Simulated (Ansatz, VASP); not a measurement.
One calculation of Be3ZnSe4, two programs

```
Be Zn Se
1.0
     3.74725    0.00000    0.00000
    -1.87363    3.24522    0.00000
     0.00000    0.00000   12.41168
Be Zn Se
3 1 4
Direct
  0.66667 0.33333 0.01254
  0.66667 0.33333 0.49281
  0.00000 0.00000 0.25312
  0.00000 0.00000 0.75621
  0.66667 0.33333 0.19393
  0.66667 0.33333 0.67293
  0.00000 0.00000 0.43433
  0.00000 0.00000 0.95414
```

Alike in both runs: functional PBE; k mesh 6 × 6 × 2; occupations gaussian, width 0.02 eV; no spin polarisation.

Ansatz relaxed the structure, and its values are those at the end. VASP's run is a single point on that final structure, the one shown.

```csv
,VASP,Ansatz
version,VASP 6.6.1,Ansatz 0.2.0
potentials or method,"VASP PAW PBE potentials, release 64 (Be, Zn, Se), cutoff 520 eV","scalar-relativistic, plane waves, PAW"
valence electrons in the cell,42,82
```

```tsv
	VASP	Ansatz	Ansatz less VASP
gap on the k mesh at the Fermi level (eV)	2.60	2.61	+0.009
least direct gap on the mesh (eV)	2.64	2.64	0.000
pressure (GPa)	0.2	0.0	-0.20
rms of the force components (eV/Å)	0.004	0.002	-0.0025
```

VASP's potentials hold 42 valence electrons a cell and Ansatz's 82, so a difference there can come from the potentials and not from the codes.
